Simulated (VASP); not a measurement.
# Ta16C in VASP: relaxation of the atoms with PBE

Aim: the relaxation of the atoms of Ta16C with PBE.

All numbers are computed with VASP 6.6.1; they aren't measurements. Logs are shortened: lines on timing, memory, paths and dates and some standing lists are left out, and cuts for length are marked.

**1. The cell of the first run**

The cell holds a slab with vacuum, 17 atoms: a = 6.638 Å, b = 6.638 Å, c = 20.300 Å, α = 90.00°, β = 90.00°, γ = 90.00°.

**2. Relaxation of the atoms, PBE**

INCAR

```
SYSTEM = Ta16C
PREC = Accurate
ENCUT = 520
EDIFF = 1E-7
ISMEAR = 0
SIGMA = 0.1
LREAL = .False.
LASPH = .True.
NELM = 120
ALGO = Normal
ISIF = 2
LWAVE = .False.
LCHARG = .False.
LDIPOL = .True.
IDIPOL = 3
DIPOL = 0.5 0.5 0.326
GGA = PE
IBRION = 2
NSW = 36
EDIFFG = -0.025
GGA_COMPAT = .False.
NELMIN = 4
NELMDL = -8
KPAR = 4
```

KPOINTS

```
Automatic mesh
0
Gamma
  4 4 1
  0 0 0
```

POSCAR

```
Ta16C
1.0
    6.6379342679      0.0000000000      0.0000000000
    0.0000000000      6.6379342679      0.0000000000
    0.0000000000      0.0000000000     20.2996559574
Ta C
16 1
Selective dynamics
Direct
    0.2500000000      0.2500000000      0.1970476745  F F F
    0.2500000000      0.7500000000      0.1970476745  F F F
    0.7500000000      0.2500000000      0.1970476745  F F F
    0.7500000000      0.7500000000      0.1970476745  F F F
    0.0000000000      0.0000000000      0.2787970190  F F F
    0.0000000000      0.5000000000      0.2787970190  F F F
    0.5000000000      0.0000000000      0.2787970190  F F F
    0.5000000000      0.5000000000      0.2787970190  F F F
    0.2500000000      0.2500000000      0.3599139064  F F F
    0.2500000000      0.7500000000      0.3599139064  F F F
    0.7500000000      0.2500000000      0.3599139064  F F F
    0.7500000000      0.7500000000      0.3599139064  F F F
    0.0000000000      0.0000000000      0.4334879357  F F F
    0.0000000000      0.5000000000      0.4334879357  F F F
    0.5000000000      0.0000000000      0.4334879357  F F F
    0.5000000000      0.5000000000      0.4334879357  F F F
    0.2500000000      0.2500000000      0.4571336567  F F T
```

Potentials or basis: VASP PAW PBE potentials, release 64 (Ta_pv, C).

Command:

```
cat potpaw_PBE.64/Ta_pv/POTCAR potpaw_PBE.64/C/POTCAR > POTCAR
mpirun -np 4 vasp_std > vasp.out
```

OUTCAR:

```text
SYSTEM = Ta16C
   PREC = Accurate
   ENCUT = 520
   EDIFF = 1E-7
   ISMEAR = 0
   LREAL = .False.
   LASPH = .True.
   NELM = 120
   ISIF = 2
   GGA = PE
   IBRION = 2
   NSW = 36
   EDIFFG = -0.025
   NELMIN = 4
   NELMDL = -8

 ion  position               nearest neighbor table
   1  0.250  0.250  0.197-   5 2.87   6 2.87   7 2.87   8 2.87   9 3.31   3 3.32   2 3.32   2 3.32
                             3 3.32
   2  0.250  0.750  0.197-   5 2.87   6 2.87   7 2.87   8 2.87  10 3.31   4 3.32   1 3.32   1 3.32
                             4 3.32
   3  0.750  0.250  0.197-   5 2.87   6 2.87   7 2.87   8 2.87  11 3.31   4 3.32   1 3.32   4 3.32
                             1 3.32
   4  0.750  0.750  0.197-   5 2.87   6 2.87   7 2.87   8 2.87  12 3.31   3 3.32   2 3.32   3 3.32
                             2 3.32
   5  0.000  0.000  0.279-   9 2.87  10 2.87  11 2.87  12 2.87   1 2.87   2 2.87   3 2.87   4 2.87
                            13 3.14   7 3.32   6 3.32   6 3.32   7 3.32
   6  0.000  0.500  0.279-   9 2.87  10 2.87  11 2.87  12 2.87   1 2.87   2 2.87   3 2.87   4 2.87
                            14 3.14   8 3.32   5 3.32   5 3.32   8 3.32
   7  0.500  0.000  0.279-   9 2.87  10 2.87  11 2.87  12 2.87   1 2.87   2 2.87   3 2.87   4 2.87
                            15 3.14   8 3.32   5 3.32   8 3.32   5 3.32
   8  0.500  0.500  0.279-   9 2.87  10 2.87  11 2.87  12 2.87   1 2.87   2 2.87   3 2.87   4 2.87
                            16 3.14   7 3.32   6 3.32   7 3.32   6 3.32
   9  0.250  0.250  0.360-  17 1.97  14 2.78  15 2.78  16 2.78  13 2.78   6 2.87   7 2.87   8 2.87
                             5 2.87   1 3.31  11 3.32  10 3.32  10 3.32  11 3.32
  10  0.250  0.750  0.360-  13 2.78  14 2.78  15 2.78  16 2.78   5 2.87   6 2.87   7 2.87   8 2.87
                             2 3.31   9 3.32  12 3.32   9 3.32  12 3.32
  11  0.750  0.250  0.360-  13 2.78  14 2.78  15 2.78  16 2.78   5 2.87   6 2.87   7 2.87   8 2.87
                             3 3.31   9 3.32  12 3.32  12 3.32   9 3.32
  12  0.750  0.750  0.360-  13 2.78  14 2.78  15 2.78  16 2.78   5 2.87   6 2.87   7 2.87   8 2.87
                             4 3.31  10 3.32  11 3.32  11 3.32  10 3.32
  13  0.000  0.000  0.433-  17 2.40  10 2.78  11 2.78  12 2.78   9 2.78   5 3.14  15 3.32  14 3.32
                            14 3.32  15 3.32
  14  0.000  0.500  0.433-  17 2.40  10 2.78  11 2.78  12 2.78   9 2.78   6 3.14  16 3.32  13 3.32
                            13 3.32  16 3.32
  15  0.500  0.000  0.433-  17 2.40  10 2.78  11 2.78  12 2.78   9 2.78   7 3.14  16 3.32  13 3.32
                            16 3.32  13 3.32
  16  0.500  0.500  0.433-  17 2.40  10 2.78  11 2.78  12 2.78   9 2.78   8 3.14  15 3.32  14 3.32
                            15 3.32  14 3.32
  17  0.250  0.250  0.457-   9 1.97  13 2.40  14 2.40  15 2.40  16 2.40

  LATTYP: Found a simple tetragonal cell.
 ALAT       =     6.6379342679
 C/A-ratio  =     3.0581284987

  Lattice vectors:

 A1 = (   6.6379342679,   0.0000000000,   0.0000000000)
 A2 = (   0.0000000000,   6.6379342679,   0.0000000000)
 A3 = (   0.0000000000,   0.0000000000,  20.2996559574)

Analysis of symmetry for initial positions (statically):
=====================================================================
 Subroutine PRICEL returns:
 Original cell was already a primitive cell.

 Routine SETGRP: Setting up the symmetry group for a
 simple tetragonal supercell.

 Subroutine GETGRP returns: Found  8 space group operations
 (whereof  2 operations were pure point group operations)
 out of a pool of 16 trial point group operations.

The static configuration has the point symmetry C_1h.
 The point group associated with its full space group is C_4v.

Analysis of symmetry for dynamics (positions and initial velocities):
=====================================================================
 Subroutine PRICEL returns:
 Original cell was already a primitive cell.

 Routine SETGRP: Setting up the symmetry group for a
 simple tetragonal supercell.

 Subroutine GETGRP returns: Found  8 space group operations
 (whereof  2 operations were pure point group operations)
 out of a pool of 16 trial point group operations.

The dynamic configuration has the point symmetry C_1h.
 The point group associated with its full space group is C_4v.

Analysis of constrained symmetry for selective dynamics:
=====================================================================
 Subroutine PRICEL returns:
 Original cell was already a primitive cell.
[... 100 lines left out ...]
  0.500000  0.250000  0.000000      4.000000
  0.500000  0.500000  0.000000      1.000000
   k-points           NKPTS =      6   k-points in BZ     NKDIM =      6   number of bands    NBANDS=    108
   number of dos      NEDOS =    301   number of ions     NIONS =     17
   total plane-waves  NPLWV = 400000
   dimension x,y,z NGX =    50 NGY =   50 NGZ =  160
   dimension x,y,z NGXF=   100 NGYF=  100 NGZF=  320
   ions per type =              16   1
   NGX,Y,Z   is equivalent  to a cutoff of  12.52, 12.52, 13.10 a.u.
   NGXF,Y,Z  is equivalent  to a cutoff of  25.04, 25.04, 26.21 a.u.
 SYSTEM =  Ta16C
   PREC   = accura    normal or accurate (medium, high low for compatibility)
   ISTART =      0    job   : 0-new  1-cont  2-samecut
   ICHARG =      2    charge: 1-file 2-atom 10-const
   ISPIN  =      1    spin polarized calculation?
   LNONCOLLINEAR =      F non collinear calculations
   LSORBIT =      F    spin-orbit coupling
   LASPH  =      T    aspherical Exc in radial PAW
   ENCUT  =  520.0 eV  38.22 Ry    6.18 a.u.  12.34 12.34 37.74*2*pi/ulx,y,z
   NELM   =    120;   NELMIN=  4; NELMDL= -8     # of ELM steps
   EDIFF  = 0.1E-06   stopping-criterion for ELM
   LREAL  =      F    real-space projection
   EDIFFG = -.3E-01   stopping-criterion for IOM
   NSW    =     36    number of steps for IOM
   IBRION =      2    ionic relax: 0-MD 1-quasi-New 2-CG
   NFREE  =      1    steps in history (QN), initial steepest desc. (CG)
   ISIF   =      2    stress and relaxation
   ISYM   =      2    0-nonsym 1-usesym 2-fastsym
   POTIM  = 0.5000    time-step for ionic-motion
   TEBEG  =    0.0;   TEEND  =   0.0 temperature during run
   PSTRESS=    0.0 pullay stress
   NELECT =     180.0000    total number of electrons
   NUPDOWN=      -1.0000    fix difference up-down
   EMIN   =  10.00;   EMAX   =-10.00  energy-range for DOS
   EFERMI =   0.00;   METHOD = LEGACY
   ISMEAR =     0;   SIGMA  =   0.10  broadening in eV -4-tet -1-fermi 0-gaus
   EFERMI_NEDOS =   21; number of points for ismear=-14 and -15
   IALGO  =     38    algorithm
   IMIX   =      4    mixing-type and parameters
     AMIX     =   0.40;   BMIX     =  1.00
     AMIX_MAG =   1.60;   BMIX_MAG =  1.00
  volume/ion in A,a.u.               =      52.61       355.06
  Fermi-wavevector in a.u.,A,eV,Ry     =   0.959358  1.812924 12.522370  0.920368
  Thomas-Fermi vector in A             =   2.088547
   LORBIT       =      0    0 simple, 1 ext, 2 COOP (PROOUT), +10 PAW based schemes
   GGA     = PE    functional components
   LHFCALC =     F    Hartree Fock is set to
   AEXX    =    0.0000 exact exchange contribution
   IVDW    =     0    specifies the selected vdW correction
   LEPSILON=     F    determine dielectric tensor
   LRPA    =     F    only Hartree local field effects (RPA)
 conjugate gradient relaxation of ions
 non-spin polarized calculation
 Gauss-broadening in eV      SIGMA  =   0.10
  energy-cutoff  :      520.00
  volume of cell :      894.45
 maximum number of plane-waves:     24163
 NGX is ok and might be reduce to    50
   NGX = 25   NGY = 25   NGZ = 75

--------------------------------------- Ionic step        1  -------------------------------------------

 number of electron     179.9999955 magnetization

 Free energy of the ion-electron system (eV)
  ---------------------------------------------------
  ext. energy  EPLUGINS =         0.00000000
  ---------------------------------------------------
  free energy    TOTEN  =      -183.52800158 eV

  energy without entropy =     -183.44871571  energy(sigma->0) =     -183.48835864

------------------------ aborting loop because EDIFF is reached ----------------------------------------

  FORCE on cell =-STRESS in cart. coord.  units (eV):
  Direction    XX          YY          ZZ          XY          YZ          ZX
  --------------------------------------------------------------------------------------
  -------------------------------------------------------------------------------------
  Total      -20.1727054    -20.1727054      4.8934561      0.0000000     -0.0000000      0.0000000
  in kB      -36.1343424    -36.1343424      8.7653994      0.0000000     -0.0000000      0.0000000
  external PRESSURE =     -21.1677618 kB  Pullay stress =       0.0000000 kB
[... 32 lines left out ...]
  FREE ENERGIE OF THE ION-ELECTRON SYSTEM (eV)
  ---------------------------------------------------
  free  energy   TOTEN  =      -183.5280015816 eV

  energy  without entropy=     -183.4487157062  energy(sigma->0) =     -183.48835864

 dipolmoment           0.000000      0.000000     -0.085933 electrons x Angstroem

--------------------------------------- Ionic step        2  -------------------------------------------

 number of electron     179.9999955 magnetization

------------------------ aborting loop because EDIFF is reached ----------------------------------------
[... 46 lines left out ...]
--------------------------------------- Ionic step        3  -------------------------------------------

 number of electron     179.9999956 magnetization

 dipolmoment           0.000000      0.000000      0.022272 electrons x Angstroem

 Free energy of the ion-electron system (eV)
  ---------------------------------------------------
  ext. energy  EPLUGINS =         0.00000000
  ---------------------------------------------------
  free energy    TOTEN  =      -183.74734932 eV

  energy without entropy =     -183.67030098  energy(sigma->0) =     -183.70882515

 E-fermi :  -0.6362     XC(G=0):  -5.2863

 val. band max:       -0.6450981893   @ k =   0.2500   0.0000   0.0000
 cond. band min:      -0.6139273052   @ k =   0.5000   0.5000   0.0000
 fundamental gap:      0.0311708841
 Fermi energy:        -0.6361846658

 k-point     1 :       0.0000    0.0000    0.0000
  band No.  band energies     occupation
      1     -35.5796      2.00000
      2     -35.5796      2.00000
      3     -35.5730      2.00000
      4     -35.5631      2.00000
      5     -35.5631      2.00000
      6     -35.5201      2.00000
[... 619 lines left out ...]
    101      -0.0544      0.00000
    102       0.1799      0.00000
 [bands above 102 left out]

------------------------ aborting loop because EDIFF is reached ----------------------------------------

 vacuum level on the upper side and lower side of the slab       (xc-potential included)        -0.027        -0.165

  FORCE on cell =-STRESS in cart. coord.  units (eV):
  Direction    XX          YY          ZZ          XY          YZ          ZX
  --------------------------------------------------------------------------------------
  -------------------------------------------------------------------------------------
  Total      -21.7093703    -21.7093703      0.1219483      0.0000000      0.0000000      0.0000000
  in kB      -38.8868922    -38.8868922      0.2184398      0.0000000      0.0000000      0.0000000
  external PRESSURE =     -25.8517815 kB  Pullay stress =       0.0000000 kB
[... 32 lines left out ...]
  FREE ENERGIE OF THE ION-ELECTRON SYSTEM (eV)
  ---------------------------------------------------
  free  energy   TOTEN  =      -183.7473493216 eV

  energy  without entropy=     -183.6703009758  energy(sigma->0) =     -183.70882515

 reached required accuracy - stopping structural energy minimisation

 vacuum level on the upper side and lower side of the slab         3.402         3.270
```

Wall time 25 min (4 MPI ranks of Intel Xeon 6975P-C (Granite Rapids), shared host); peak memory 1.1 GiB.

What came out:

```
Free energy               : -183.7473 eV
Energy gained by relaxing : 12.9 meV/atom
Ionic steps               : 3
Band gap on the k mesh    : zero (bands 90 and 91 overlap by 0.68 eV)
```

The path:
```
step  energy change (eV)  largest force on free atoms (eV/Å)  pressure (GPa)
   1              0.0000                              2.9846           -2.12
   2             -0.2175                              0.2344           -2.55
   3             -0.2193                              0.0077           -2.59
```

Final structure:
```
Ta C
1.0
     6.63793    0.00000    0.00000
     0.00000    6.63793    0.00000
     0.00000    0.00000   20.29966
Ta C
16 1
Direct
  0.25000 0.25000 0.19705
  0.25000 0.75000 0.19705
  0.75000 0.25000 0.19705
  0.75000 0.75000 0.19705
  0.00000 0.00000 0.27880
  0.00000 0.50000 0.27880
  0.50000 0.00000 0.27880
  0.50000 0.50000 0.27880
  0.25000 0.25000 0.35991
  0.25000 0.75000 0.35991
  0.75000 0.25000 0.35991
  0.75000 0.75000 0.35991
  0.00000 0.00000 0.43349
  0.00000 0.50000 0.43349
  0.50000 0.00000 0.43349
  0.50000 0.50000 0.43349
  0.25000 0.25000 0.46502
```

Levels at points of the mesh, in eV from the Fermi level:
```csv
k point,band 87,band 88,band 89,band 90,band 91,band 92,band 93,band 94
"(0.00, 0.00, 0.00)",-0.04,0.03,0.05,0.22,0.25,0.45,0.45,0.54
"(0.50, 0.00, 0.00)",-0.50,-0.31,-0.29,-0.15,-0.07,0.27,0.35,0.40
"(0.50, 0.50, 0.00)",-0.85,-0.80,-0.76,-0.46,-0.46,-0.06,0.02,0.14
```

Caveat: spin-orbit coupling is left out, which moves the levels of the heavy elements.

The gap in the log of VASP goes by the Fermi energy; the results here count the filled bands.